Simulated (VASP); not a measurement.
# Co (P-3m1) in VASP: further runs

Runs on Co. Level: PBEsol. Tasks: single point.

Everything below comes from runs of VASP 6.6.1. Logs are shortened: lines on timing, memory, paths and dates and some standing lists are left out, and cuts for length are marked.

## 1. The cell of the first run

It takes space group P-3m1 (No. 164, trigonal). The conventional cell has a = 2.487 Å, b = 2.487 Å, c = 4.063 Å, α = 90.00°, β = 90.00°, γ = 120.00°. Co (site symmetry 3m) has 12 Co at 2.42 to 2.55 Å within 3.2 Å.

## 2. Single point, PBEsol, collinear spin, ferromagnetic start

INCAR

```
PREC = Accurate ; ENCUT = 520
EDIFF = 1E-6 ; ISMEAR = -1
SIGMA = 0.05 ; LREAL = False
LASPH = True ; NELM = 150
ALGO = Normal ; ISIF = 2
LWAVE = False ; LCHARG = True
ISPIN = 2 ; MAGMOM = 4 4
LORBIT = 11 ; NUPDOWN = 8.0
LMAXMIX = 4 ; GGA = PS
LELF = True ; LVHAR = True
NBANDS = 20
```

KPOINTS

```
regular mesh
0
Gamma
  10 10 6
```

POSCAR

```
Co
1.0
    2.4873648738      0.0000000000      0.0000000000
   -1.2436824369      2.1541211692      0.0000000000
    0.0000000000      0.0000000000      4.0632895034
Co
2
Direct
    0.3333333333      0.6666666667      0.7401390000
    0.6666666667      0.3333333333      0.2598610000
```

Potentials or basis: VASP PAW PBE potentials, release 64 (Co).

On the command line:

```bash
cat potpaw_PBE.64/Co/POTCAR > POTCAR
mpirun -np 1 vasp_std > vasp.out
```

OUTCAR:

```text
PREC = Accurate
   ENCUT = 520
   EDIFF = 1E-6
   ISMEAR = -1
   LREAL = False
   LASPH = True
   NELM = 150
   ISIF = 2
   ISPIN = 2
   LORBIT = 11
   NUPDOWN = 8.0
   GGA = PS

 ion  position               nearest neighbor table
   1  0.333  0.667  0.740-   2 2.42   2 2.42   2 2.42   2 2.55   2 2.55   2 2.55
   2  0.667  0.333  0.260-   1 2.42   1 2.42   1 2.42   1 2.55   1 2.55   1 2.55

  LATTYP: Found a hexagonal cell.
 ALAT       =     2.4873648738
 C/A-ratio  =     1.6335719565

  Lattice vectors:

 A1 = (   2.4873648738,   0.0000000000,   0.0000000000)
 A2 = (  -1.2436824369,   2.1541211692,   0.0000000000)
 A3 = (   0.0000000000,   0.0000000000,   4.0632895034)

Analysis of symmetry for initial positions (statically):
=====================================================================
 Subroutine PRICEL returns:
 Original cell was already a primitive cell.

 Routine SETGRP: Setting up the symmetry group for a
 hexagonal supercell.

 Subroutine GETGRP returns: Found 12 space group operations
 (whereof 12 operations were pure point group operations)
 out of a pool of 24 trial point group operations.

The static configuration has the point symmetry D_3d.

Analysis of symmetry for dynamics (positions and initial velocities):
=====================================================================
 Subroutine PRICEL returns:
 Original cell was already a primitive cell.

 Routine SETGRP: Setting up the symmetry group for a
 hexagonal supercell.

 Subroutine GETGRP returns: Found 12 space group operations
 (whereof 12 operations were pure point group operations)
 out of a pool of 24 trial point group operations.

The dynamic configuration has the point symmetry D_3d.

Analysis of structural, dynamic, and magnetic symmetry:
=====================================================================
 Subroutine PRICEL returns:
 Original cell was already a primitive cell.

 Routine SETGRP: Setting up the symmetry group for a
 hexagonal supercell.

 Subroutine GETGRP returns: Found 12 space group operations
 (whereof 12 operations were pure point group operations)
 out of a pool of 24 trial point group operations.

The overall configuration has the point symmetry D_3d.

 Subroutine INISYM returns: Found 12 space group operations
 (whereof 12 operations are pure point group operations),
 and found     1 'primitive' translations

----------------------------------------------------------------------------------------

                                     Primitive cell

  volume of cell :      21.7715

  direct lattice vectors                    reciprocal lattice vectors
     2.487364874  0.000000000  0.000000000     0.402031889  0.232113220  0.000000000
    -1.243682437  2.154121169  0.000000000     0.000000000  0.464226439  0.000000000
     0.000000000  0.000000000  4.063289503     0.000000000  0.000000000  0.246106018

  length of vectors
     2.487364874  2.487364874  4.063289503     0.464226439  0.464226439  0.246106018

  position of ions in fractional coordinates (direct lattice)
     0.333333333  0.666666667  0.740139000
     0.666666667  0.333333333  0.259861000

  ion indices of the primitive-cell ions
   primitive index   ion index
                 1           1
                 2           2

----------------------------------------------------------------------------------------

 KPOINTS: regular mesh

Automatic generation of k-mesh.
 Grid dimensions read from file:
 generate k-points for:   10   10    6

 Generating k-lattice:

  Cartesian coordinates                     Fractional coordinates (reciprocal lattice)
     0.040203189  0.023211322  0.000000000     0.100000000  0.000000000  0.000000000
     0.000000000  0.046422644  0.000000000     0.000000000  0.100000000  0.000000000
     0.000000000  0.000000000  0.041017670     0.000000000  0.000000000  0.166666667

  Length of vectors
     0.046422644  0.046422644  0.041017670

  Shift w.r.t. Gamma in fractional coordinates (k-lattice)
     0.000000000  0.000000000  0.000000000

 Subroutine IBZKPT returns following result:
 ===========================================

 Found     72 irreducible k-points:

 Following reciprocal coordinates:
            Coordinates               Weight
  0.000000  0.000000  0.000000      1.000000
  0.100000 -0.000000  0.000000      6.000000
  0.200000 -0.000000  0.000000      6.000000
  0.300000 -0.000000  0.000000      6.000000
  0.400000 -0.000000  0.000000      6.000000
  0.500000 -0.000000  0.000000      3.000000
[... 16 lines left out ...]
  0.000000  0.400000  0.166667      6.000000
  0.500000 -0.000000  0.166667      6.000000
 [... further k-points ...]
   k-points           NKPTS =     72   k-points in BZ     NKDIM =     72   number of bands    NBANDS=     20
   number of dos      NEDOS =    301   number of ions     NIONS =      2
   total plane-waves  NPLWV =   9720
   dimension x,y,z NGX =    18 NGY =   18 NGZ =   30
   dimension x,y,z NGXF=    36 NGYF=   36 NGZF=   60
   ions per type =               2
   NGX,Y,Z   is equivalent  to a cutoff of  12.03, 12.03, 12.27 a.u.
   NGXF,Y,Z  is equivalent  to a cutoff of  24.06, 24.06, 24.55 a.u.
 SYSTEM =  unknown system
   PREC   = accura    normal or accurate (medium, high low for compatibility)
   ISTART =      0    job   : 0-new  1-cont  2-samecut
   ICHARG =      2    charge: 1-file 2-atom 10-const
   ISPIN  =      2    spin polarized calculation?
   LNONCOLLINEAR =      F non collinear calculations
   LSORBIT =      F    spin-orbit coupling
   LASPH  =      T    aspherical Exc in radial PAW
   ENCUT  =  520.0 eV  38.22 Ry    6.18 a.u.   4.62  4.62  7.56*2*pi/ulx,y,z
   NELM   =    150;   NELMIN=  2; NELMDL= -5     # of ELM steps
   EDIFF  = 0.1E-05   stopping-criterion for ELM
   LREAL  =      F    real-space projection
   EDIFFG = 0.1E-04   stopping-criterion for IOM
   NSW    =      0    number of steps for IOM
   IBRION =     -1    ionic relax: 0-MD 1-quasi-New 2-CG
   NFREE  =      0    steps in history (QN), initial steepest desc. (CG)
   ISIF   =      2    stress and relaxation
   ISYM   =      2    0-nonsym 1-usesym 2-fastsym
   POTIM  = 0.5000    time-step for ionic-motion
   TEBEG  =    0.0;   TEEND  =   0.0 temperature during run
   PSTRESS=    0.0 pullay stress
   NELECT =      18.0000    total number of electrons
   NUPDOWN=       8.0000    fix difference up-down
   EMIN   =  10.00;   EMAX   =-10.00  energy-range for DOS
   EFERMI =   0.00;   METHOD = LEGACY
   ISMEAR =    -1;   SIGMA  =   0.05  broadening in eV -4-tet -1-fermi 0-gaus
   EFERMI_NEDOS =   21; number of points for ismear=-14 and -15
   IALGO  =     38    algorithm
   IMIX   =      4    mixing-type and parameters
     AMIX     =   0.40;   BMIX     =  1.00
     AMIX_MAG =   1.60;   BMIX_MAG =  1.00
  volume/ion in A,a.u.               =      10.89        73.46
  Fermi-wavevector in a.u.,A,eV,Ry     =   1.536514  2.903591 32.121660  2.360875
  Thomas-Fermi vector in A             =   2.643152
   LORBIT       =     11    0 simple, 1 ext, 2 COOP (PROOUT), +10 PAW based schemes
   GGA     = PS    functional components
   LHFCALC =     F    Hartree Fock is set to
   AEXX    =    0.0000 exact exchange contribution
   IVDW    =     0    specifies the selected vdW correction
   LEPSILON=     F    determine dielectric tensor
   LRPA    =     F    only Hartree local field effects (RPA)
 spin polarized calculation
  energy-cutoff  :      520.00
  volume of cell :       21.77
 maximum number of plane-waves:       600
   NGX =  9   NGY =  9   NGZ = 15

 number of electron      17.9999996 magnetization       7.9999998

 Free energy of the ion-electron system (eV)
  ---------------------------------------------------
  ext. energy  EPLUGINS =         0.00000000
  ---------------------------------------------------
  free energy    TOTEN  =        -3.37146345 eV

  energy without entropy =       -3.34583606  energy(sigma->0) =       -3.35864975

 E-fermi :   8.8077     XC(G=0): -13.6115

 val. band max:       18.5453234482   @ k =   0.4000   0.2000   0.1667
 cond. band min:       8.8192344086   @ k =   0.0000   0.0000   0.3333
 fundamental gap:     -9.7260890396
 Fermi energy:        18.6154951556

 spin component 1

 k-point     1 :       0.0000    0.0000    0.0000
  band No.  band energies     occupation
      1       0.2468      1.00000
      2       3.3553      1.00000
      3       5.4377      1.00000
      4       5.4377      1.00000
      5       5.4708      1.00000
      6       5.6809      1.00000
[... 12 lines left out ...]
     19      34.9396      0.00000
     20      34.9396      0.00000

 k-point     2 :       0.1000   -0.0000    0.0000
  band No.  band energies     occupation
      1       0.5950      1.00000
      2       3.5423      1.00000
      3       5.2008      1.00000
      4       5.5866      1.00000
      5       5.5921      1.00000
      6       5.7002      1.00000
[... 498 lines left out ...]
 k-point    24 :       0.5000   -0.0000    0.1667
  band No.  band energies     occupation
      1       3.4050      1.00000
      2       3.6060      1.00000
      3       4.2456      1.00000
      4       4.9316      1.00000
      5       5.4136      1.00000
      6       5.9770      1.00000
[... 12 lines left out ...]
     19      31.4138      0.00000
     20      32.0773      0.00000

 [... further k-points ...]

 spin component 2

 k-point     1 :       0.0000    0.0000    0.0000
  band No.  band energies     occupation
      1       2.1502      1.00000
      2       6.0738      1.00000
      3       8.7055      0.88545
      4       8.7961      0.55766
      5       8.7961      0.55765
      6       9.0766      0.00460
[... 12 lines left out ...]
     19      37.1589      0.00000
     20      37.1589      0.00000

 k-point     2 :       0.1000   -0.0000    0.0000
  band No.  band energies     occupation
      1       2.5004      1.00000
      2       6.2874      1.00000
      3       8.4779      0.99864
      4       8.9391      0.06742
      5       8.9607      0.04481
      6       9.0250      0.01279
[... 498 lines left out ...]
 k-point    24 :       0.5000   -0.0000    0.1667
  band No.  band energies     occupation
      1       6.2686      1.00000
      2       6.5958      1.00000
      3       7.2536      1.00000
      4       7.9909      1.00000
      5       8.8500      0.30025
      6       9.1729      0.00067
[... 12 lines left out ...]
     19      33.3532      0.00000
     20      34.2478      0.00000

 [... further k-points ...]
[... 5 lines left out ...]
  --------------------------------------------------------------------------------------
  -------------------------------------------------------------------------------------
  Total       13.0335466     13.0335466     14.2318947      0.0000000      0.0000000      0.0000000
  in kB      959.1483844    959.1483845   1047.3357139      0.0000000      0.0000000      0.0000000
  external PRESSURE =     988.5441609 kB  Pullay stress =       0.0000000 kB

 VOLUME and BASIS-vectors are now :
 -----------------------------------------------------------------------------
  energy-cutoff  :      520.00
  volume of cell :       21.77
      direct lattice vectors                 reciprocal lattice vectors
     2.487364874  0.000000000  0.000000000     0.402031889  0.232113220  0.000000000
    -1.243682437  2.154121169  0.000000000     0.000000000  0.464226439  0.000000000
     0.000000000  0.000000000  4.063289503     0.000000000  0.000000000  0.246106018

 POSITION                                       TOTAL-FORCE (eV/Angst)
 -----------------------------------------------------------------------------------
     -0.00000      1.43608      3.00740         0.000000      0.000000      1.123133
      1.24368      0.71804      1.05589        -0.000000     -0.000000     -1.123133
 -----------------------------------------------------------------------------------
    total drift:                                0.000000     -0.000000     -0.000000

  FREE ENERGIE OF THE ION-ELECTRON SYSTEM (eV)
  ---------------------------------------------------
  free  energy   TOTEN  =        -3.3714634513 eV

  energy  without entropy=       -3.3458360567  energy(sigma->0) =       -3.35864975

 total charge

# of ion       s       p       d       tot
------------------------------------------
    1        0.618   0.770   6.788   8.176
    2        0.618   0.770   6.788   8.176
--------------------------------------------------
tot          1.236   1.540  13.576  16.352

 magnetization (x)

# of ion       s       p       d       tot
------------------------------------------
    1        0.179   0.426   3.125   3.730
    2        0.179   0.426   3.125   3.730
--------------------------------------------------
tot          0.358   0.852   6.250   7.461
```

Run time: 84 s. Hardware: 1 thread of Intel Xeon 8259CL, shared host; peak memory 0.16 GiB.

What came out:

| Property | Result |
| --- | --- |
| Free energy | -3.3715 eV |
| Pressure | 98.9 GPa |
| Largest force | 1.123 eV/Å |
| Net moment | 8.00 μB per cell |
| Site moments | Co +3.73 μB |
| Valence electrons inside the program's atomic spheres | Co 8.18 |

Forces in eV/Å, atoms in the order of the input:
```
Co   0.000  0.000  1.123
Co   0.000  0.000 -1.123
```

Caveat: the stress differs along the axes, from 96 to 105 GPa; the PAW data sets were made with another functional, which shifts forces and pressure a little; the total moment is fixed, so each spin has its own Fermi level and the state may be an excited one.

[end of part 1 of 3]
